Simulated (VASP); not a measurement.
Input of a VASP 6.6.1 run:

File INCAR:

```
SYSTEM = CdS
PREC     = Accurate       ! precision mode
ENCUT    = 520            ! plane-wave cutoff, eV
EDIFF    = 1E-6           ! SCF threshold, eV
ISMEAR   = 0              ! smearing method
SIGMA    = 0.01           ! smearing width, eV
LREAL    = .False.        ! projectors in reciprocal space
LASPH    = .True.         ! aspherical terms in the spheres
NELM     = 150            ! most SCF steps
ALGO     = Normal         ! electronic algorithm
ISIF     = 2              ! what is computed and relaxed
LWAVE    = .False.        ! write WAVECAR
LCHARG   = .False.        ! write CHGCAR
LNONCOLLINEAR= .True.         ! non-collinear magnetism
MAGMOM   = 0 0 0 0 0 0    ! initial moments
LORBIT   = 11             ! projections on sites
LSORBIT  = .True.         ! spin-orbit coupling
GGA_COMPAT= .False.      
LORBMOM  = .True.       
GGA      = PS             ! functional
NBANDS   = 30             ! bands
```

File KPOINTS:

```
regular mesh
0
Gamma
  8 8 8
  0 0 0
```

POSCAR

```
CdS
1.0
    2.9705317842      2.9705317842      0.0000000000
   -2.9705317842      2.9705317842      0.0000000000
    0.0000000000      2.9705317842      2.8236046636
Cd S
1 1
Direct
    0.0000000000      0.0000000000      0.0000000000
    0.7500000000      0.2500000000      0.5000000000
```

Potentials or basis: VASP PAW PBE potentials, release 64 (Cd, S).

Launch:

```console
$ cat potpaw_PBE.64/Cd/POTCAR potpaw_PBE.64/S/POTCAR > POTCAR
$ mpirun -np 1 vasp_ncl > vasp.out
```

(1) Estimate the pressure.

(2) What does it give for the net moment?

Answers

(1) -0.3 GPa.

(2) 0.00 μB per cell.

Caveat: the cell differs from its parent crystal (film at in-plane strain +0.02); the PAW data sets were made with another functional, which shifts forces and pressure a little.
